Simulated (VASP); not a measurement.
Input of a VASP 6.6.1 run:

INCAR

```
SYSTEM = TiPd2S3
PREC = Accurate
ENCUT = 520
EDIFF = 1E-6
ISMEAR = 0
SIGMA = 0.1
LREAL = .FALSE.
LASPH = .TRUE.
NELM = 150
ALGO = Normal
ISIF = 2
LWAVE = .FALSE.
LCHARG = .FALSE.
ISPIN = 2
MAGMOM = 2.03 0 0 0 0 0
LORBIT = 11
LMAXMIX = 4
GGA = PE
NBANDS = 38
```

File KPOINTS:

```
regular mesh
0
G
  6 6 12
  0 0 0
```

The input POSCAR:

```
TiPd2S3
1.0
    5.8933395350      0.0000000000      0.0000000000
   -2.9466697675      5.1037817504      0.0000000000
    0.0000000000      0.0000000000      3.6330772272
Ti Pd S
1 2 3
Direct
    0.0000000000      0.0000000000      0.0000000000
    0.3333333333      0.6666666667      0.0000000000
    0.6666666667      0.3333333333      0.0000000000
    0.5000000000      0.0000000000      0.5000000000
    0.5000000000      0.5000000000      0.5000000000
    0.0000000000      0.5000000000      0.5000000000
```

Potentials or basis: VASP PAW PBE potentials, release 64 (Ti_sv, Pd, S).

Run with:

```console
$ cat potpaw_PBE.64/Ti_sv/POTCAR potpaw_PBE.64/Pd/POTCAR potpaw_PBE.64/S/POTCAR > POTCAR
$ mpirun -np 1 vasp_std > vasp.out
```

(1) Estimate the band gap on the k mesh.

(2) What does it give for the net moment?

Results:

(1) zero (filled and empty bands overlap).

(2) 0.03 μB per cell.
